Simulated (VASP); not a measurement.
# LiF in VASP: further runs

LiF is run at these levels: PBE; tasks: single point.

Everything below comes from runs of VASP 6.6.1. Logs are shortened: lines on timing, memory, paths and dates and some standing lists are left out, and cuts for length are marked.

**1. The cell of the first run**

Symmetry: Fm-3m, No. 225, cubic system. The conventional cell has a = 4.350 Å, b = 4.350 Å, c = 4.350 Å, α = 90.00°, β = 90.00°, γ = 90.00°. Within 2.9 Å of Li (site symmetry m-3m) lie 6 F at 2.18 Å. Within 2.9 Å of F (site symmetry m-3m) lie 6 Li at 2.18 Å.

**2. Single point, PBE (strain +0.080 along x and y, +0.080 along z)**

Contents of INCAR:

```
ALGO = Normal ; EDIFF = 1E-7
ENCUT = 520 ; GGA = PE
ISIF = 2 ; ISMEAR = 0
LASPH = T ; LCHARG = T
LELF = T ; LREAL = F
LVHAR = T ; LWAVE = F
NBANDS = 12 ; NELM = 100
PREC = Accurate ; SIGMA = 0.05
```

Contents of KPOINTS:

```
k-points
0
Gamma
  10 10 10
```

Contents of POSCAR:

```
LiF
1.0
    0.0000000000      2.1751200000      2.1751200000
    2.1751200000      0.0000000000      2.1751200000
    2.1751200000      2.1751200000      0.0000000000
Li F
1 1
Direct
    0.0000000000      0.0000000000      0.0000000000
    0.5000000000      0.5000000000      0.5000000000
```

Potentials or basis: VASP PAW PBE potentials, release 64 (Li_sv, F).

Run with:

```console
> cat potpaw_PBE.64/Li_sv/POTCAR potpaw_PBE.64/F/POTCAR > POTCAR
> mpirun -np 1 vasp_std > vasp.out
```

OUTCAR:

```text
EDIFF = 1E-7
   ENCUT = 520
   GGA = PE
   ISIF = 2
   ISMEAR = 0
   LASPH = T
   LREAL = F
   NELM = 100
   PREC = Accurate

 ion  position               nearest neighbor table
   1  0.000  0.000  0.000-   2 2.18   2 2.18   2 2.18   2 2.18   2 2.18   2 2.18
   2  0.500  0.500  0.500-   1 2.18   1 2.18   1 2.18   1 2.18   1 2.18   1 2.18

  LATTYP: Found a face centered cubic cell.
 ALAT       =     4.3502400000

  Lattice vectors:

 A1 = (   0.0000000000,   2.1751200000,   2.1751200000)
 A2 = (   2.1751200000,   0.0000000000,   2.1751200000)
 A3 = (   2.1751200000,   2.1751200000,   0.0000000000)

Analysis of symmetry for initial positions (statically):
=====================================================================
 Subroutine PRICEL returns:
 Original cell was already a primitive cell.

 Routine SETGRP: Setting up the symmetry group for a
 face centered cubic supercell.

 Subroutine GETGRP returns: Found 48 space group operations
 (whereof 48 operations were pure point group operations)
 out of a pool of 48 trial point group operations.

The static configuration has the point symmetry O_h .

Analysis of symmetry for dynamics (positions and initial velocities):
=====================================================================
 Subroutine PRICEL returns:
 Original cell was already a primitive cell.

 Routine SETGRP: Setting up the symmetry group for a
 face centered cubic supercell.

 Subroutine GETGRP returns: Found 48 space group operations
 (whereof 48 operations were pure point group operations)
 out of a pool of 48 trial point group operations.

The dynamic configuration has the point symmetry O_h .

 Subroutine INISYM returns: Found 48 space group operations
 (whereof 48 operations are pure point group operations),
 and found     1 'primitive' translations

----------------------------------------------------------------------------------------

                                     Primitive cell

  volume of cell :      20.5816

  direct lattice vectors                    reciprocal lattice vectors
     0.000000000  2.175120000  2.175120000    -0.229872375  0.229872375  0.229872375
     2.175120000  0.000000000  2.175120000     0.229872375 -0.229872375  0.229872375
     2.175120000  2.175120000  0.000000000     0.229872375  0.229872375 -0.229872375

  length of vectors
     3.076084204  3.076084204  3.076084204     0.398150633  0.398150633  0.398150633

  position of ions in fractional coordinates (direct lattice)
     0.000000000  0.000000000  0.000000000
     0.500000000  0.500000000  0.500000000

  ion indices of the primitive-cell ions
   primitive index   ion index
                 1           1
                 2           2

----------------------------------------------------------------------------------------

 KPOINTS: k-points

Automatic generation of k-mesh.
 Grid dimensions read from file:
 generate k-points for:   10   10   10

 Generating k-lattice:

  Cartesian coordinates                     Fractional coordinates (reciprocal lattice)
    -0.022987237  0.022987237  0.022987237     0.100000000  0.000000000  0.000000000
     0.022987237 -0.022987237  0.022987237     0.000000000  0.100000000  0.000000000
     0.022987237  0.022987237 -0.022987237     0.000000000  0.000000000  0.100000000

  Length of vectors
     0.039815063  0.039815063  0.039815063

  Shift w.r.t. Gamma in fractional coordinates (k-lattice)
     0.000000000  0.000000000  0.000000000

 Subroutine IBZKPT returns following result:
 ===========================================

 Found     47 irreducible k-points:

 Following reciprocal coordinates:
            Coordinates               Weight
  0.000000  0.000000  0.000000      1.000000
  0.100000  0.000000  0.000000      8.000000
  0.200000  0.000000  0.000000      8.000000
  0.300000  0.000000  0.000000      8.000000
  0.400000  0.000000  0.000000      8.000000
  0.500000  0.000000  0.000000      4.000000
[... 16 lines left out ...]
  0.300000  0.300000  0.000000      6.000000
  0.400000  0.300000  0.000000     24.000000
 [... further k-points ...]
   k-points           NKPTS =     47   k-points in BZ     NKDIM =     47   number of bands    NBANDS=     12
   number of dos      NEDOS =    301   number of ions     NIONS =      2
   total plane-waves  NPLWV =  13824
   dimension x,y,z NGX =    24 NGY =   24 NGZ =   24
   dimension x,y,z NGXF=    48 NGYF=   48 NGZF=   48
   ions per type =               1   1
   NGX,Y,Z   is equivalent  to a cutoff of  12.97, 12.97, 12.97 a.u.
   NGXF,Y,Z  is equivalent  to a cutoff of  25.94, 25.94, 25.94 a.u.
 SYSTEM =  unknown system
   PREC   = accura    normal or accurate (medium, high low for compatibility)
   ISTART =      0    job   : 0-new  1-cont  2-samecut
   ICHARG =      2    charge: 1-file 2-atom 10-const
   ISPIN  =      1    spin polarized calculation?
   LNONCOLLINEAR =      F non collinear calculations
   LSORBIT =      F    spin-orbit coupling
   LASPH  =      T    aspherical Exc in radial PAW
   ENCUT  =  520.0 eV  38.22 Ry    6.18 a.u.   5.72  5.72  5.72*2*pi/ulx,y,z
   NELM   =    100;   NELMIN=  2; NELMDL= -5     # of ELM steps
   EDIFF  = 0.1E-06   stopping-criterion for ELM
   LREAL  =      F    real-space projection
   EDIFFG = 0.1E-05   stopping-criterion for IOM
   NSW    =      0    number of steps for IOM
   IBRION =     -1    ionic relax: 0-MD 1-quasi-New 2-CG
   NFREE  =      0    steps in history (QN), initial steepest desc. (CG)
   ISIF   =      2    stress and relaxation
   ISYM   =      2    0-nonsym 1-usesym 2-fastsym
   POTIM  = 0.5000    time-step for ionic-motion
   TEBEG  =    0.0;   TEEND  =   0.0 temperature during run
   PSTRESS=    0.0 pullay stress
   NELECT =      10.0000    total number of electrons
   NUPDOWN=      -1.0000    fix difference up-down
   EMIN   =  10.00;   EMAX   =-10.00  energy-range for DOS
   EFERMI =   0.00;   METHOD = LEGACY
   ISMEAR =     0;   SIGMA  =   0.05  broadening in eV -4-tet -1-fermi 0-gaus
   EFERMI_NEDOS =   21; number of points for ismear=-14 and -15
   IALGO  =     38    algorithm
   IMIX   =      4    mixing-type and parameters
     AMIX     =   0.40;   BMIX     =  1.00
     AMIX_MAG =   1.60;   BMIX_MAG =  1.00
  volume/ion in A,a.u.               =      10.29        69.45
  Fermi-wavevector in a.u.,A,eV,Ry     =   1.287009  2.432095 22.536586  1.656392
  Thomas-Fermi vector in A             =   2.419049
   LORBIT       =      0    0 simple, 1 ext, 2 COOP (PROOUT), +10 PAW based schemes
   GGA     = PE    functional components
   LHFCALC =     F    Hartree Fock is set to
   AEXX    =    0.0000 exact exchange contribution
   IVDW    =     0    specifies the selected vdW correction
   LEPSILON=     F    determine dielectric tensor
   LRPA    =     F    only Hartree local field effects (RPA)
 non-spin polarized calculation
 Gauss-broadening in eV      SIGMA  =   0.05
  energy-cutoff  :      520.00
  volume of cell :       20.58
 maximum number of plane-waves:       568
   NGX = 11   NGY = 11   NGZ = 11

 number of electron      10.0000000 magnetization

 number of electron       9.9999988 magnetization

 Free energy of the ion-electron system (eV)
  ---------------------------------------------------
  ext. energy  EPLUGINS =         0.00000000
  ---------------------------------------------------
  free energy    TOTEN  =        -9.51693118 eV

  energy without entropy =       -9.51693118  energy(sigma->0) =       -9.51693118

 E-fermi :  -1.7727     XC(G=0):  -8.9098

 val. band max:       -2.2108578401   @ k =   0.0000   0.0000   0.0000
 cond. band min:       5.0984038943   @ k =   0.0000   0.0000   0.0000
 fundamental gap:      7.3092617344
 Fermi energy:        -1.7727342249

 k-point     1 :       0.0000    0.0000    0.0000
  band No.  band energies     occupation
      1     -43.7781      2.00000
      2     -21.6394      2.00000
      3      -2.2109      2.00000
      4      -2.2109      2.00000
      5      -2.2109      2.00000
      6       5.0984      0.00000
      7      18.8380      0.00000
      8      18.8381      0.00000
      9      18.8381      0.00000
     10      19.8860      0.00000
     11      19.8860      0.00000
     12      19.8860      0.00000

 k-point     2 :       0.1000    0.0000    0.0000
  band No.  band energies     occupation
      1     -43.7761      2.00000
      2     -21.6142      2.00000
      3      -2.4341      2.00000
      4      -2.2269      2.00000
      5      -2.2269      2.00000
      6       5.3840      0.00000
      7      16.8801      0.00000
      8      17.9688      0.00000
      9      17.9689      0.00000
     10      20.4108      0.00000
     11      20.6584      0.00000
     12      20.6584      0.00000

 k-point     3 :       0.2000    0.0000    0.0000
  band No.  band energies     occupation
      1     -43.7709      2.00000
      2     -21.5476      2.00000
      3      -2.9617      2.00000
      4      -2.2682      2.00000
      5      -2.2682      2.00000
      6       6.0661      0.00000
      7      14.6328      0.00000
      8      16.7565      0.00000
      9      16.7566      0.00000
     10      21.1464      0.00000
     11      21.8369      0.00000
     12      21.8370      0.00000

 k-point     4 :       0.3000    0.0000    0.0000
  band No.  band energies     occupation
      1     -43.7645      2.00000
      2     -21.4630      2.00000
      3      -3.5342      2.00000
      4      -2.3179      2.00000
      5      -2.3179      2.00000
      6       6.7941      0.00000
      7      13.0516      0.00000
      8      15.7420      0.00000
      9      15.7420      0.00000
     10      22.2057      0.00000
     11      23.1856      0.00000
     12      23.1856      0.00000

 k-point     5 :       0.4000    0.0000    0.0000
  band No.  band energies     occupation
      1     -43.7593      2.00000
      2     -21.3926      2.00000
      3      -3.9529      2.00000
      4      -2.3569      2.00000
      5      -2.3569      2.00000
      6       7.2725      0.00000
      7      12.2199      0.00000
      8      15.0860      0.00000
      9      15.0860      0.00000
     10      23.4498      0.00000
     11      24.4434      0.00000
     12      24.4434      0.00000
[... 228 lines left out ...]
      1     -43.7575      2.00000
      2     -21.3563      2.00000
      3      -3.7102      2.00000
      4      -3.0215      2.00000
      5      -2.3813      2.00000
      6       8.1443      0.00000
      7      11.9055      0.00000
      8      14.6409      0.00000
      9      15.2093      0.00000
     10      23.2396      0.00000
     11      23.6916      0.00000
     12      23.9414      0.00000

 k-point    22 :      -0.2000    0.2000    0.0000
  band No.  band energies     occupation
      1     -43.7624      2.00000
      2     -21.4280      2.00000
      3      -3.4345      2.00000
      4      -2.8140      2.00000
      5      -2.2876      2.00000
      6       7.3493      0.00000
      7      12.7908      0.00000
      8      15.0862      0.00000
      9      15.7287      0.00000
     10      22.2721      0.00000
     11      22.4112      0.00000
     12      24.3252      0.00000

 k-point    23 :       0.3000    0.3000    0.0000
  band No.  band energies     occupation
      1     -43.7605      2.00000
      2     -21.3850      2.00000
      3      -3.6210      2.00000
      4      -2.6775      2.00000
      5      -2.6775      2.00000
      6       8.0637      0.00000
      7      14.3889      0.00000
      8      14.5678      0.00000
      9      15.7588      0.00000
     10      15.7588      0.00000
     11      27.2279      0.00000
     12      28.7066      0.00000

 k-point    24 :       0.4000    0.3000    0.0000
  band No.  band energies     occupation
      1     -43.7565      2.00000
      2     -21.3211      2.00000
      3      -3.9048      2.00000
      4      -2.8275      2.00000
      5      -2.7477      2.00000
      6       8.8882      0.00000
      7      13.1190      0.00000
      8      14.0016      0.00000
      9      15.5227      0.00000
     10      16.6096      0.00000
     11      26.7919      0.00000
     12      28.7873      0.00000

 [... further k-points ...]
[... 5 lines left out ...]
  --------------------------------------------------------------------------------------
  -------------------------------------------------------------------------------------
  Total       -1.1970794     -1.1970794     -1.1970794     -0.0000000     -0.0000000      0.0000000
  in kB      -93.1866882    -93.1866882    -93.1866882     -0.0000000     -0.0000000      0.0000000
  external PRESSURE =     -93.1866882 kB  Pullay stress =       0.0000000 kB

 VOLUME and BASIS-vectors are now :
 -----------------------------------------------------------------------------
  energy-cutoff  :      520.00
  volume of cell :       20.58
      direct lattice vectors                 reciprocal lattice vectors
     0.000000000  2.175120000  2.175120000    -0.229872375  0.229872375  0.229872375
     2.175120000  0.000000000  2.175120000     0.229872375 -0.229872375  0.229872375
     2.175120000  2.175120000  0.000000000     0.229872375  0.229872375 -0.229872375

 POSITION                                       TOTAL-FORCE (eV/Angst)
 -----------------------------------------------------------------------------------
      0.00000      0.00000      0.00000        -0.000000     -0.000000      0.000000
      2.17512      2.17512      2.17512         0.000000      0.000000     -0.000000
 -----------------------------------------------------------------------------------
    total drift:                               -0.000000     -0.000000      0.000000

  FREE ENERGIE OF THE ION-ELECTRON SYSTEM (eV)
  ---------------------------------------------------
  free  energy   TOTEN  =        -9.5169311806 eV

  energy  without entropy=       -9.5169311806  energy(sigma->0) =       -9.51693118
```

It took 12 s on 1 thread of AMD EPYC 7R13 (Zen 3), shared host; peak memory 0.1 GiB.

Results:

```
Free energy            : -9.5169 eV
Band gap on the k mesh : 7.31 eV, direct
```

Caveat: the cell differs from its parent crystal (strain +0.080 along x and y, +0.080 along z); the cutoff is under 1.25 times the usual one of these potentials, so pressure, stress and relaxed cells hold a basis-set (Pulay) error.

**3. Single point, PBE (strain -0.080 along x and y, -0.040 along z)**

Contents of INCAR:

```
SYSTEM = LiF
PREC = Accurate ; ENCUT = 520
EDIFF = 1E-6 ; ISMEAR = 0
SIGMA = 0.05 ; LREAL = .FALSE.
LASPH = .TRUE. ; NELM = 100
ALGO = Normal ; ISIF = 2
LWAVE = .FALSE. ; LCHARG = .TRUE.
GGA = PE ; LELF = .TRUE.
LVHAR = .TRUE. ; NBANDS = 12
```

Contents of KPOINTS:

```
regular mesh
0
G
  10 10 10
  0 0 0
```

Contents of POSCAR:

```
LiF
1.0
    0.0000000000      1.8528800000      1.9334400000
    1.8528800000      0.0000000000      1.9334400000
    1.8528800000      1.8528800000      0.0000000000
Li F
1 1
Direct
    0.0000000000      0.0000000000      0.0000000000
    0.5000000000      0.5000000000      0.5000000000
```

Potentials or basis: VASP PAW PBE potentials, release 64 (Li_sv, F).

Run with:

```console
> cat potpaw_PBE.64/Li_sv/POTCAR potpaw_PBE.64/F/POTCAR > POTCAR
> mpirun -np 1 vasp_std > vasp.out
```

It took 12 s on 1 thread of AMD EPYC 7R13 (Zen 3), shared host; peak memory 0.09 GiB.

The run converged. Its results:

- Free energy: -9.3900 eV
- Band gap on the k mesh: 11.11 eV, direct

Levels at points of the mesh, in eV from the valence-band top:
```csv
k point,band 3,band 4,band 5,band 6,band 7,band 8
"(0.00, 0.00, 0.00)",-0.10,-0.10,0.00,11.11,25.96,26.10
"(0.50, 0.00, 0.00)",-3.26,-0.44,-0.31,11.86,19.31,20.11
"(0.50, 0.50, 0.00)",-4.13,-1.30,-1.30,16.29,17.81,20.16
"(0.50, 0.00, 0.50)",-4.07,-1.64,-1.31,17.16,17.17,20.10
```

Caveat: the cell differs from its parent crystal (strain -0.080 along x and y, -0.040 along z); the cutoff is under 1.25 times the usual one of these potentials, so pressure, stress and relaxed cells hold a basis-set (Pulay) error. A k mesh can miss the band edges.
